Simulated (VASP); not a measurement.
# Cd7CuTe8 (P1) in VASP: single point with PBEsol+U

Aim: the single point of Cd7CuTe8 with PBEsol+U.

Everything below comes from runs of VASP 6.6.1. Logs are shortened: lines on timing, memory, paths and dates and some standing lists are left out, and cuts for length are marked.

## Step 1: The cell of the first run

The typed cell holds 16 atoms: a = 9.164 Å, b = 9.164 Å, c = 9.164 Å, α = 60.00°, β = 60.00°, γ = 60.00°.

## Step 2: Single point, PBEsol+U, collinear spin, zero start

INCAR

```
SYSTEM = Cd7CuTe8
PREC     = Accurate       ! precision mode
ENCUT    = 520            ! plane-wave cutoff, eV
EDIFF    = 1E-7           ! SCF threshold, eV
ISMEAR   = 0              ! smearing method
SIGMA    = 0.05           ! smearing width, eV
LREAL    = Auto         
LASPH    = .TRUE.         ! aspherical terms in the spheres
NELM     = 150            ! most SCF steps
ALGO     = Normal         ! electronic algorithm
ISIF     = 2              ! what is computed and relaxed
LWAVE    = .FALSE.        ! write WAVECAR
LCHARG   = .FALSE.        ! write CHGCAR
ISPIN    = 2              ! spin polarisation
MAGMOM   = 0 0 0 0 0 0 0 0 0 0 0 0 0 0 0 0 ! initial moments
LORBIT   = 11             ! projections on sites
LMAXMIX  = 4              ! l up to which the mixer works
LDAU     = .TRUE.         ! DFT+U
LDAUTYPE = 2            
LDAUL    = 2 -1 -1        ! shell
LDAUU    = 5 0 0          ! U, eV
LDAUJ    = 0 0 0        
LDAUPRINT= 1            
GGA      = PS             ! functional
NBANDS   = 90             ! bands
KPAR     = 2            
NCORE    = 2
```

KPOINTS

```
Automatic mesh
0
G
  2 2 2
  0 0 0
```

POSCAR

```
Cd7CuTe8
1.0
    0.0000000000      6.4800000000      6.4800000000
    6.4800000000      0.0000000000      6.4800000000
    6.4800000000      6.4800000000      0.0000000000
Cu Cd Te
1 7 8
Direct
    0.9987812500      0.0010238022      0.0002877966
    0.0038592354      0.0062888115      0.4949747336
    0.0039000360      0.4957647800      0.0058930745
    0.0039500256      0.4959711922      0.4953867890
    0.4937818939      0.0064167673      0.0054873703
    0.4932772337      0.0061986997      0.4954857728
    0.4934389759      0.4958908207      0.0059763675
    0.4987716037      0.5012283060      0.5005055791
    0.1163188179      0.1184003620      0.1175792763
    0.1158463824      0.1185500585      0.6482091233
    0.1160506112      0.6489537120      0.1179800473
    0.1222243067      0.6265951832      0.6261478251
    0.6465525080      0.1184820350      0.1180504643
    0.6241733239      0.1246719030      0.6258398437
    0.6242273303      0.6267329736      0.1240198615
    0.6242646425      0.6265382849      0.6262409092
```

Potentials or basis: VASP PAW PBE potentials, release 64 (Cu, Cd, Te).

The run is started by

```
$ cat potpaw_PBE.64/Cu/POTCAR potpaw_PBE.64/Cd/POTCAR potpaw_PBE.64/Te/POTCAR > POTCAR
$ mpirun -np 4 vasp_std > vasp.out
```

OUTCAR:

```text
SYSTEM = Cd7CuTe8
   PREC = Accurate
   ENCUT = 520
   EDIFF = 1E-7
   ISMEAR = 0
   LREAL = Auto
   LASPH = .TRUE.
   NELM = 150
   ISIF = 2
   ISPIN = 2
   LORBIT = 11
   GGA = PS

 ion  position               nearest neighbor table
   1  0.999  0.001  0.000-  11 2.63  10 2.63   9 2.64  13 2.64
   2  0.004  0.006  0.495-   9 2.83  10 2.83  14 2.84  12 2.84
   3  0.004  0.496  0.006-   9 2.83  11 2.83  15 2.84  12 2.84
   4  0.004  0.496  0.495-  11 2.83  10 2.83  12 2.84  16 2.84
   5  0.494  0.006  0.005-  13 2.83   9 2.83  14 2.84  15 2.84
   6  0.493  0.006  0.495-  10 2.83  13 2.83  16 2.84  14 2.84
[... 8 lines left out ...]
  15  0.624  0.627  0.124-   8 2.82   3 2.84   5 2.84   7 2.84
  16  0.624  0.627  0.626-   8 2.82   6 2.84   4 2.84   7 2.84

  LATTYP: Found a face centered cubic cell.
 ALAT       =    12.9600000000

  Lattice vectors:

 A1 = (   0.0000000000,   6.4800000000,   6.4800000000)
 A2 = (   6.4800000000,   0.0000000000,   6.4800000000)
 A3 = (   6.4800000000,   6.4800000000,   0.0000000000)

Analysis of symmetry for initial positions (statically):
=====================================================================
 Subroutine PRICEL returns:
 Original cell was already a primitive cell.

 Routine SETGRP: Setting up the symmetry group for a
 face centered cubic supercell.

 Subroutine GETGRP returns: Found  1 space group operations
 (whereof  1 operations were pure point group operations)
 out of a pool of 48 trial point group operations.

The static configuration has the point symmetry C_1 .

Analysis of symmetry for dynamics (positions and initial velocities):
=====================================================================
 Subroutine PRICEL returns:
 Original cell was already a primitive cell.

 Routine SETGRP: Setting up the symmetry group for a
 face centered cubic supercell.

 Subroutine GETGRP returns: Found  1 space group operations
 (whereof  1 operations were pure point group operations)
 out of a pool of 48 trial point group operations.

The dynamic configuration has the point symmetry C_1 .

Analysis of structural, dynamic, and magnetic symmetry:
=====================================================================
 Subroutine PRICEL returns:
 Original cell was already a primitive cell.

 Routine SETGRP: Setting up the symmetry group for a
 face centered cubic supercell.

 Subroutine GETGRP returns: Found  1 space group operations
 (whereof  1 operations were pure point group operations)
 out of a pool of 48 trial point group operations.

The overall configuration has the point symmetry C_1 .

 Subroutine INISYM returns: Found  1 space group operations
 (whereof  1 operations are pure point group operations),
 and found     1 'primitive' translations

----------------------------------------------------------------------------------------

                                     Primitive cell

  volume of cell :     544.1956

  direct lattice vectors                    reciprocal lattice vectors
     0.000000000  6.480000000  6.480000000    -0.077160494  0.077160494  0.077160494
     6.480000000  0.000000000  6.480000000     0.077160494 -0.077160494  0.077160494
     6.480000000  6.480000000  0.000000000     0.077160494  0.077160494 -0.077160494

  length of vectors
     9.164103884  9.164103884  9.164103884     0.133645896  0.133645896  0.133645896

  position of ions in fractional coordinates (direct lattice)
     0.998781250  0.001023802  0.000287797
     0.003859235  0.006288811  0.494974734
     0.003900036  0.495764780  0.005893075
     0.003950026  0.495971192  0.495386789
     0.493781894  0.006416767  0.005487370
     0.493277234  0.006198700  0.495485773
[... 8 lines left out ...]
     0.624227330  0.626732974  0.124019862
     0.624264643  0.626538285  0.626240909

[... 105 lines left out ...]
   IVDW    =     0    specifies the selected vdW correction
   LEPSILON=     F    determine dielectric tensor
   LRPA    =     F    only Hartree local field effects (RPA)
 spin polarized calculation
 Gauss-broadening in eV      SIGMA  =   0.05
  energy-cutoff  :      520.00
  volume of cell :      544.20
 maximum number of plane-waves:     14649
 NGX is ok and might be reduce to    70
   NGX = 35   NGY = 35   NGZ = 35

 number of electron     143.0000002 magnetization       0.0001094

atom =   1  type =  1  l = 2

 onsite density matrix

spin component  1

  0.9391  0.0000 -0.0000 -0.0000 -0.0000
  0.0000  0.9391  0.0000 -0.0000 -0.0000
 -0.0000  0.0000  0.9462  0.0000 -0.0000
 -0.0000 -0.0000  0.0000  0.9391  0.0000
 -0.0000 -0.0000 -0.0000  0.0000  0.9462

spin component  2

  0.9391  0.0000 -0.0000 -0.0000 -0.0000
  0.0000  0.9391  0.0000 -0.0000 -0.0000
 -0.0000  0.0000  0.9462  0.0000 -0.0000
 -0.0000 -0.0000  0.0000  0.9391  0.0000
 -0.0000 -0.0000 -0.0000  0.0000  0.9462

 occupancies and eigenvectors

  o =  0.9391  v =  0.4284  0.5132 -0.0014  0.7437  0.0019  0.0000  0.0000  0.0000  0.0000  0.0000      0.0000  0.0000  0.0000  0.0000  0.0000  0.0000  0.0000  0.0000  0.0000  0.0000
  o =  0.9391  v =  0.0000  0.0000  0.0000  0.0000  0.0000  0.4355  0.5075 -0.0014  0.7434  0.0018      0.0000  0.0000  0.0000  0.0000  0.0000  0.0000  0.0000  0.0000  0.0000  0.0000
  o =  0.9391  v =  0.0000  0.0000  0.0000  0.0000  0.0000  0.7538 -0.6571  0.0015  0.0070 -0.0025      0.0000  0.0000  0.0000  0.0000  0.0000  0.0000  0.0000  0.0000  0.0000  0.0000
  o =  0.9391  v =  0.7571 -0.6532  0.0015  0.0147 -0.0025  0.0000  0.0000  0.0000  0.0000  0.0000      0.0000  0.0000  0.0000  0.0000  0.0000  0.0000  0.0000  0.0000  0.0000  0.0000
  o =  0.9392  v =  0.4933  0.5568 -0.0009 -0.6683  0.0023  0.0000  0.0000  0.0000  0.0000  0.0000      0.0000  0.0000  0.0000  0.0000  0.0000  0.0000  0.0000  0.0000  0.0000  0.0000
  o =  0.9392  v =  0.0000  0.0000  0.0000  0.0000  0.0000  0.4921  0.5573 -0.0009 -0.6688  0.0023      0.0000  0.0000  0.0000  0.0000  0.0000  0.0000  0.0000  0.0000  0.0000  0.0000
  o =  0.9462  v =  0.0000  0.0000  0.0000  0.0000  0.0000 -0.0001 -0.0009  0.7494  0.0004  0.6622      0.0000  0.0000  0.0000  0.0000  0.0000  0.0000  0.0000  0.0000  0.0000  0.0000
  o =  0.9462  v = -0.0001 -0.0009  0.7541  0.0004  0.6567  0.0000  0.0000  0.0000  0.0000  0.0000      0.0000  0.0000  0.0000  0.0000  0.0000  0.0000  0.0000  0.0000  0.0000  0.0000
  o =  0.9462  v =  0.0000  0.0000  0.0000  0.0000  0.0000  0.0000 -0.0043 -0.6622 -0.0001  0.7494      0.0000  0.0000  0.0000  0.0000  0.0000  0.0000  0.0000  0.0000  0.0000  0.0000
  o =  0.9462  v =  0.0000 -0.0044 -0.6567 -0.0001  0.7541  0.0000  0.0000  0.0000  0.0000  0.0000      0.0000  0.0000  0.0000  0.0000  0.0000  0.0000  0.0000  0.0000  0.0000  0.0000

 number of electron     143.0000002 magnetization      -0.0000090

 Free energy of the ion-electron system (eV)
  ---------------------------------------------------
  ext. energy  EPLUGINS =         0.00000000
  ---------------------------------------------------
  free energy    TOTEN  =       -43.75768076 eV

  energy without entropy =      -43.74312519  energy(sigma->0) =      -43.75040297

 E-fermi :   2.0239     XC(G=0):  -8.7187

 val. band max:        1.9836311529   @ k =   0.5000   0.0000   0.0000
 cond. band min:       2.3178126732   @ k =   0.0000   0.0000   0.0000
 fundamental gap:      0.3341815203
 Fermi energy:         2.0238896810

 spin component 1

 k-point     1 :       0.0000    0.0000    0.0000
  band No.  band energies     occupation
      1      -8.9463      1.00000
      2      -8.5559      1.00000
      3      -8.5112      1.00000
      4      -8.5108      1.00000
      5      -8.5106      1.00000
      6      -8.3732      1.00000
[... 677 lines left out ...]
     82       6.7136      0.00000
     83       6.7142      0.00000
 Fermi energy:         2.0238896810

 spin component 2

 k-point     1 :       0.0000    0.0000    0.0000
  band No.  band energies     occupation
      1      -8.9463      1.00000
      2      -8.5559      1.00000
      3      -8.5112      1.00000
      4      -8.5108      1.00000
      5      -8.5106      1.00000
      6      -8.3732      1.00000
[... 677 lines left out ...]
     82       6.7136      0.00000
     83       6.7142      0.00000
 [bands above 83 left out]

------------------------ aborting loop because EDIFF is reached ----------------------------------------

  FORCE on cell =-STRESS in cart. coord.  units (eV):
  Direction    XX          YY          ZZ          XY          YZ          ZX
  --------------------------------------------------------------------------------------
  -------------------------------------------------------------------------------------
  Total       -4.2492122     -4.2454321     -4.2472939     -0.0056711     -0.0076263      0.0026670
  in kB      -12.5101925    -12.4990633    -12.5045446     -0.0166963     -0.0224527      0.0078520
  external PRESSURE =     -12.5046001 kB  Pullay stress =       0.0000000 kB

 VOLUME and BASIS-vectors are now :
 -----------------------------------------------------------------------------
  energy-cutoff  :      520.00
  volume of cell :      544.20
      direct lattice vectors                 reciprocal lattice vectors
     0.000000000  6.480000000  6.480000000    -0.077160494  0.077160494  0.077160494
     6.480000000  0.000000000  6.480000000     0.077160494 -0.077160494  0.077160494
     6.480000000  6.480000000  0.000000000     0.077160494  0.077160494 -0.077160494

 POSITION                                       TOTAL-FORCE (eV/Angst)
 -----------------------------------------------------------------------------------
      0.00850      6.47397      6.47874         0.003407     -0.000983      0.000059
      3.24819      3.23244      0.06576         0.000858      0.000854     -0.012498
      3.25074      0.06346      3.23783         0.000121     -0.013538      0.000947
      6.42400      3.23570      3.23949         0.013172      0.000214      0.000183
      0.07714      3.23526      3.24129        -0.009849     -0.000910     -0.000991
      3.25092      6.40718      3.23660         0.000860      0.011316      0.000865
[... 8 lines left out ...]
      4.86488      4.84864      8.10622        -0.005124     -0.002754      0.001173
      8.11801      8.10328      8.10520         0.001477      0.002973      0.003081
 -----------------------------------------------------------------------------------
    total drift:                               -0.004520      0.005684     -0.001131

  FREE ENERGIE OF THE ION-ELECTRON SYSTEM (eV)
  ---------------------------------------------------
  free  energy   TOTEN  =       -43.7576807570 eV

  energy  without entropy=      -43.7431251915  energy(sigma->0) =      -43.75040297

 total charge

# of ion       s       p       d       tot
------------------------------------------
    1        0.344   0.271   9.398  10.013
    2        0.467   0.304   9.525  10.296
    3        0.467   0.304   9.525  10.296
    4        0.467   0.304   9.525  10.296
    5        0.467   0.304   9.525  10.296
    6        0.467   0.304   9.525  10.296
[... 8 lines left out ...]
   15        1.351   2.038   0.019   3.408
   16        1.351   2.038   0.019   3.408
--------------------------------------------------
tot         14.429  18.608  76.244 109.281

 magnetization (x)

# of ion       s       p       d       tot
------------------------------------------
    1        0.000  -0.000  -0.000  -0.000
    2        0.000  -0.000  -0.000  -0.000
    3        0.000  -0.000  -0.000  -0.000
    4        0.000  -0.000  -0.000  -0.000
    5        0.000  -0.000  -0.000  -0.000
    6        0.000  -0.000  -0.000  -0.000
[... 8 lines left out ...]
   15       -0.000  -0.000   0.000  -0.000
   16       -0.000  -0.000  -0.000  -0.000
--------------------------------------------------
tot         -0.000  -0.000  -0.000  -0.000
```

Wall time 13 min (4 MPI ranks of AMD EPYC 7R43 (Zen 3), shared host); peak memory 0.69 GiB.

Results:

- Free energy: -43.7577 eV
- Pressure: -1.3 GPa
- Largest force: 0.048 eV/Å
- Net moment: 0.00 μB per cell
- Valence electrons inside the program's atomic spheres: Cu 10.01; Cd 10.30, 10.31 (each value once); Te 3.39, 3.41 (each value once)

Forces in eV/Å, atoms in the order of the input:
```
Cu   0.003 -0.001  0.000
Cd   0.001  0.001 -0.012
Cd   0.000 -0.014  0.001
Cd   0.013  0.000  0.000
Cd  -0.010 -0.001 -0.001
Cd   0.001  0.011  0.001
Cd  -0.001  0.000  0.013
Cd   0.000  0.001 -0.001
Te  -0.029 -0.026 -0.027
Te   0.024  0.032 -0.026
Te   0.026 -0.027  0.029
Te   0.004 -0.004 -0.005
Te  -0.029  0.026  0.028
Te  -0.001  0.001 -0.004
Te  -0.005 -0.003  0.001
Te   0.001  0.003  0.003
```

Levels at points of the mesh, in eV from the Fermi level:
Spin up:
```tsv
k point	band 68	band 69	band 70	band 71	band 72	band 73	band 74	band 75	band 76	band 77
(0.00, 0.00, 0.00)	-0.42	-0.42	0.29	0.29	0.29	0.92	1.89	1.89	1.89	2.16
(0.50, 0.00, 0.00)	-0.98	-0.23	-0.23	-0.04	-0.04	2.10	2.19	2.94	2.94	3.10
(0.00, 0.50, 0.00)	-0.98	-0.23	-0.23	-0.04	-0.04	2.10	2.19	2.94	2.94	3.10
(0.00, 0.00, 0.50)	-0.98	-0.23	-0.23	-0.04	-0.04	2.10	2.19	2.94	2.94	3.10
(0.50, 0.50, 0.50)	-0.98	-0.23	-0.23	-0.04	-0.04	2.10	2.19	2.94	2.94	3.10
(0.50, 0.50, 0.00)	-0.77	-0.61	-0.50	-0.41	-0.41	3.00	3.07	3.19	3.26	3.26
(0.00, 0.50, 0.50)	-0.77	-0.61	-0.50	-0.41	-0.41	3.01	3.07	3.18	3.26	3.26
(0.50, 0.00, 0.50)	-0.77	-0.61	-0.50	-0.41	-0.41	3.00	3.07	3.19	3.26	3.26
```
Spin down:
```csv
k point,band 69,band 70,band 71,band 72,band 73,band 74,band 75,band 76
"(0.00, 0.00, 0.00)",-0.42,0.29,0.29,0.29,0.92,1.89,1.89,1.89
"(0.50, 0.00, 0.00)",-0.23,-0.23,-0.04,-0.04,2.10,2.19,2.94,2.94
"(0.00, 0.50, 0.00)",-0.23,-0.23,-0.04,-0.04,2.10,2.19,2.94,2.94
"(0.00, 0.00, 0.50)",-0.23,-0.23,-0.04,-0.04,2.10,2.19,2.94,2.94
"(0.50, 0.50, 0.50)",-0.23,-0.23,-0.04,-0.04,2.10,2.19,2.94,2.94
"(0.50, 0.50, 0.00)",-0.61,-0.50,-0.41,-0.41,3.00,3.07,3.19,3.26
"(0.00, 0.50, 0.50)",-0.61,-0.50,-0.41,-0.41,3.01,3.07,3.18,3.26
"(0.50, 0.00, 0.50)",-0.61,-0.50,-0.41,-0.41,3.00,3.07,3.19,3.26
```

Eigenvalues of the final occupation matrices:
```tsv
site	spin	trace	eigenvalues
site 1 d	1	4.71	0.94 0.94 0.94 0.95 0.95
site 1 d	2	4.71	0.94 0.94 0.94 0.95 0.95
```

Caveat: the k points lie up to 0.42 Å⁻¹ apart; no moment was typed at the start, so none could form; the PAW data sets were made with another functional, which shifts forces and pressure a little; spin-orbit coupling is left out, which moves the levels of the heavy elements; the U is typed as a test and isn't derived for this compound.
